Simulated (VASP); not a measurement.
# CdS (P1) in VASP: further runs

CdS is run at these levels: PBE; tasks: electric field gradients.

All numbers are computed with VASP 6.6.1; they aren't measurements. Logs are shortened: lines on timing, memory, paths and dates and some standing lists are left out, and cuts for length are marked.

## Step 1: The cell of the first run

The typed cell holds 4 atoms: a = 4.135 Å, b = 4.171 Å, c = 6.750 Å, α = 90.41°, β = 91.14°, γ = 120.85°.

## Step 2: Electric field gradients, PBE (equal xy, yz and zx shear strains of -2 %)

File INCAR:

```
SYSTEM = CdS
PREC = Accurate
ENCUT = 520
EDIFF = 1E-8
ISMEAR = -1
SIGMA = 0.01
LREAL = .False.
LASPH = .True.
NELM = 80
ALGO = Normal
ISIF = 2
LWAVE = .False.
LCHARG = .False.
GGA = PE
LEFG = .True.
NBANDS = 26
```

File KPOINTS:

```
regular mesh
0
Gamma
  7 7 4
  0 0 0
```

File POSCAR:

```
CdS
1.0
    4.1347992034     -0.0413479920     -0.0413479920
   -2.1032080132      3.6015151457     -0.0151344155
   -0.0674900000     -0.0674900000      6.7490000000
Cd S
2 2
Direct
    0.3333333333      0.6666666667      0.0000000000
    0.6666666667      0.3333333333      0.5000000000
    0.3333333333      0.6666666667      0.3850000000
    0.6666666667      0.3333333333      0.8850000000
```

Potentials or basis: VASP PAW PBE potentials, release 64 (Cd, S).

The run is started by

```sh
cat potpaw_PBE.64/Cd/POTCAR potpaw_PBE.64/S/POTCAR > POTCAR
mpirun -np 1 vasp_std > vasp.out
```

OUTCAR:

```text
SYSTEM = CdS
   PREC = Accurate
   ENCUT = 520
   EDIFF = 1E-8
   ISMEAR = -1
   LREAL = .False.
   LASPH = .True.
   NELM = 80
   ISIF = 2
   GGA = PE

 ion  position               nearest neighbor table
   1  0.333  0.667  0.000-   4 2.47   4 2.53   4 2.54   3 2.60
   2  0.667  0.333  0.500-   3 2.50   3 2.51   3 2.52   4 2.60
   3  0.333  0.667  0.385-   2 2.50   2 2.51   2 2.52   1 2.60
   4  0.667  0.333  0.885-   1 2.47   1 2.53   1 2.54   2 2.60

  LATTYP: Found a triclinic cell.
 ALAT       =     4.0994320569
 B/A-ratio  =     1.0087281861
 C/A-ratio  =     1.6464902388
 COS(alpha) =     0.0198960208
 COS(beta)  =     0.0274156886
 COS(gamma) =     0.4869832429

  Lattice vectors:

 A1 = (   2.0315911902,   3.5601671537,  -0.0564824075)
 A2 = (   4.1347992034,  -0.0413479920,  -0.0413479920)
 A3 = (   0.0674900000,   0.0674900000,  -6.7490000000)

Analysis of symmetry for initial positions (statically):
=====================================================================
 Subroutine PRICEL returns:
 Original cell was already a primitive cell.

 Routine SETGRP: Setting up the symmetry group for a
 triclinic supercell.

 Subroutine GETGRP returns: Found  1 space group operations
 (whereof  1 operations were pure point group operations)
 out of a pool of  2 trial point group operations.

The static configuration has the point symmetry C_1 .

Analysis of symmetry for dynamics (positions and initial velocities):
=====================================================================
 Subroutine PRICEL returns:
 Original cell was already a primitive cell.

 Routine SETGRP: Setting up the symmetry group for a
 triclinic supercell.

 Subroutine GETGRP returns: Found  1 space group operations
 (whereof  1 operations were pure point group operations)
 out of a pool of  2 trial point group operations.

The dynamic configuration has the point symmetry C_1 .

 Subroutine INISYM returns: Found  1 space group operations
 (whereof  1 operations are pure point group operations),
[... 125 lines left out ...]
   GGA     = PE    functional components
[... 5 lines left out ...]
 non-spin polarized calculation
  energy-cutoff  :      520.00
  volume of cell :       99.90
 maximum number of plane-waves:      2713
   NGX = 15   NGY = 15   NGZ = 25

 number of electron      35.9999994 magnetization

 Free energy of the ion-electron system (eV)
  ---------------------------------------------------
  ext. energy  EPLUGINS =         0.00000000
  ---------------------------------------------------
  free energy    TOTEN  =       -12.22929212 eV

  energy without entropy =      -12.22929212  energy(sigma->0) =      -12.22929212

 E-fermi :   1.5214     XC(G=0):  -9.1112

 val. band max:        1.2984406269   @ k =   0.0000   0.0000   0.0000
 cond. band min:       2.4766149659   @ k =   0.0000   0.0000   0.0000
 fundamental gap:      1.1781743390
 Fermi energy:         1.5213833786

 k-point     1 :       0.0000    0.0000    0.0000
  band No.  band energies     occupation
      1     -11.0833      2.00000
      2     -10.6718      2.00000
      3      -6.4600      2.00000
      4      -6.4496      2.00000
      5      -6.3932      2.00000
      6      -6.3828      2.00000
[... 685 lines left out ...]
     25       9.2941      0.00000
     26      10.2771      0.00000

 [... further k-points ...]
[... 5 lines left out ...]
  --------------------------------------------------------------------------------------
  -------------------------------------------------------------------------------------
  Total        2.3241055      2.3091184      0.8459206      0.5511143      0.2994039      0.3002062
  in kB       37.2750897     37.0347194     13.5672691      8.8390291      4.8019797      4.8148478
  external PRESSURE =      29.2923594 kB  Pullay stress =       0.0000000 kB

 VOLUME and BASIS-vectors are now :
 -----------------------------------------------------------------------------
  energy-cutoff  :      520.00
  volume of cell :       99.90
      direct lattice vectors                 reciprocal lattice vectors
     4.134799203 -0.041347992 -0.041347992     0.243309290  0.142103631  0.003854129
    -2.103208013  3.601515146 -0.015134415     0.002821418  0.279320422  0.002821418
    -0.067490000 -0.067490000  6.749000000     0.001496970  0.001496970  0.148200039

 POSITION                                       TOTAL-FORCE (eV/Angst)
 -----------------------------------------------------------------------------------
     -0.02387      2.38723     -0.02387         0.234474      0.097140      0.275879
      2.02172      1.13919      3.34189        -0.047296      0.089081      0.269655
     -0.04986      2.36124      2.57449         0.071823     -0.089135     -0.267657
      1.99573      1.11321      5.94025        -0.259000     -0.097086     -0.277876
 -----------------------------------------------------------------------------------
    total drift:                                0.000237      0.000170     -0.000342

  FREE ENERGIE OF THE ION-ELECTRON SYSTEM (eV)
  ---------------------------------------------------
  free  energy   TOTEN  =       -12.2292921152 eV

  energy  without entropy=      -12.2292921152  energy(sigma->0) =      -12.22929212

 Electric field gradients (V/A^2)
---------------------------------------------------------------------
 ion       V_xx      V_yy      V_zz      V_xy      V_xz      V_yz
---------------------------------------------------------------------
   1     -25.155   -10.472    35.628   -13.443    -7.158    -0.145
   2     -10.457   -24.858    35.315     1.097     7.025     0.020
   3       2.904     3.957    -6.861    -3.290    -4.229    -2.904
   4       4.055     2.731    -6.786    -2.102    -1.597    -2.917
---------------------------------------------------------------------

 Electric field gradients after diagonalization (V/A^2)
 (convention: |V_zz| > |V_xx| > |V_yy|)
----------------------------------------------------------------------
 ion       V_xx      V_yy      V_zz     asymmetry (V_yy - V_xx)/ V_zz
----------------------------------------------------------------------
   1     -33.694    -2.810    36.504       0.846
   2     -24.945   -11.424    36.369       0.372
   3       6.791     2.779    -9.571       0.419
   4       5.616     2.368    -7.984       0.407
----------------------------------------------------------------------

           NMR quadrupolar parameters

 Cq : quadrupolar parameter    Cq=e*Q*V_zz/h
 eta: asymmetry parameters     (V_yy - V_xx)/ V_zz
 Q  : nuclear electric quadrupole moment in mb (millibarn)
----------------------------------------------------------------------
 ion       Cq(MHz)       eta       Q (mb)
----------------------------------------------------------------------
   1       0.088       0.846       1.000
   2       0.088       0.372       1.000
   3      -0.023       0.419       1.000
   4      -0.019       0.407       1.000
----------------------------------------------------------------------
```

Run time: 2 min. Hardware: 1 thread of Intel Xeon 6975P-C (Granite Rapids), shared host; peak memory 0.36 GiB.

What came out:

```yaml
Free_energy: -12.2293 eV
Pressure: 2.9 GPa
Largest_force: 0.392 eV/Å
Band_gap_on_the_k_mesh: 1.18 eV, direct
```

Forces in eV/Å, atoms in the order of the input:
```
Cd   0.234  0.097  0.276
Cd  -0.047  0.089  0.270
S    0.072 -0.089 -0.268
S   -0.259 -0.097 -0.278
```

Levels at points of the mesh, in eV from the valence-band top:
```csv
k point,band 16,band 17,band 18,band 19,band 20,band 21
"(0.00, 0.00, 0.00)",-0.11,-0.08,0.00,1.18,2.68,6.36
"(0.00, 0.00, 0.50)",-0.43,-0.38,-0.36,2.77,2.78,6.08
```

Electric field gradients, principal values (V/Å²):
```
atom    least   middle  greatest (by size)
1 Cd   -2.810  -33.694              36.504
2 Cd  -11.424  -24.945              36.369
 3 S    2.779    6.791              -9.571
 4 S    2.368    5.616              -7.984
```

Caveat: the cell differs from its parent crystal (equal xy, yz and zx shear strains of -2 %); without QUAD_EFG the Cq values of the log hold for a quadrupole moment of 1 mb, not for the nuclei.

## Step 3: Electric field gradients, PBE (equal xy, yz and zx shear strains of -2 %)

File INCAR:

```
  ALGO = Normal
  EDIFF = 1E-8
  ENCUT = 520
  GGA = PE
  ISIF = 2
  ISMEAR = -1
  LASPH = T
  LCHARG = F
  LEFG = T
  LREAL = F
  LWAVE = F
  NBANDS = 26
  NELM = 80
  PREC = Accurate
  SIGMA = 0.01
```

File KPOINTS:

```
k-points
0
Gamma
  7 7 4
```

POSCAR is that of step 2.

Potentials or basis: VASP PAW PBE potentials, release 64 (Cd, S).

The run is started by

```sh
cat potpaw_PBE.64/Cd/POTCAR potpaw_PBE.64/S/POTCAR > POTCAR
mpirun -np 1 vasp_std > vasp.out
```

OUTCAR:

```text
EDIFF = 1E-8
   ENCUT = 520
   GGA = PE
   ISIF = 2
   ISMEAR = -1
   LASPH = T
   LREAL = F
   NELM = 80
   PREC = Accurate

 ion  position               nearest neighbor table
   1  0.333  0.667  0.000-   4 2.47   4 2.53   4 2.54   3 2.60
   2  0.667  0.333  0.500-   3 2.50   3 2.51   3 2.52   4 2.60
   3  0.333  0.667  0.385-   2 2.50   2 2.51   2 2.52   1 2.60
   4  0.667  0.333  0.885-   1 2.47   1 2.53   1 2.54   2 2.60

  LATTYP: Found a triclinic cell.
 ALAT       =     4.0994320569
 B/A-ratio  =     1.0087281861
 C/A-ratio  =     1.6464902388
[... 928 lines left out ...]
 ion       V_xx      V_yy      V_zz      V_xy      V_xz      V_yz
---------------------------------------------------------------------
   1     -25.155   -10.472    35.628   -13.443    -7.158    -0.145
   2     -10.457   -24.858    35.315     1.097     7.025     0.020
   3       2.904     3.957    -6.861    -3.290    -4.229    -2.904
   4       4.055     2.731    -6.786    -2.102    -1.597    -2.917
---------------------------------------------------------------------

 Electric field gradients after diagonalization (V/A^2)
 (convention: |V_zz| > |V_xx| > |V_yy|)
----------------------------------------------------------------------
 ion       V_xx      V_yy      V_zz     asymmetry (V_yy - V_xx)/ V_zz
----------------------------------------------------------------------
   1     -33.694    -2.810    36.504       0.846
   2     -24.945   -11.424    36.369       0.372
   3       6.791     2.779    -9.571       0.419
   4       5.616     2.368    -7.984       0.407
----------------------------------------------------------------------

           NMR quadrupolar parameters

 Cq : quadrupolar parameter    Cq=e*Q*V_zz/h
 eta: asymmetry parameters     (V_yy - V_xx)/ V_zz
 Q  : nuclear electric quadrupole moment in mb (millibarn)
----------------------------------------------------------------------
 ion       Cq(MHz)       eta       Q (mb)
----------------------------------------------------------------------
   1       0.088       0.846       1.000
   2       0.088       0.372       1.000
   3      -0.023       0.419       1.000
   4      -0.019       0.407       1.000
----------------------------------------------------------------------
```

Wall time 1.7 min (1 thread of Intel Xeon 6975P-C (Granite Rapids), shared host); peak memory 0.36 GiB.

What came out:

| Quantity | Value |
| --- | --- |
| Free energy | -12.2293 eV |
| Pressure | 2.9 GPa |
| Largest force | 0.392 eV/Å |
| Band gap on the k mesh | 1.18 eV, direct |

Forces in eV/Å, atoms in the order of the input:
```
Cd   0.234  0.097  0.276
Cd  -0.047  0.089  0.270
S    0.072 -0.089 -0.268
S   -0.259 -0.097 -0.278
```

Electric field gradients, principal values (V/Å²):
```
atom    least   middle  greatest (by size)
1 Cd   -2.810  -33.694              36.504
2 Cd  -11.424  -24.945              36.369
 3 S    2.779    6.791              -9.571
 4 S    2.368    5.616              -7.984
```

Caveat: the cell differs from its parent crystal (equal xy, yz and zx shear strains of -2 %); without QUAD_EFG the Cq values of the log hold for a quadrupole moment of 1 mb, not for the nuclei.
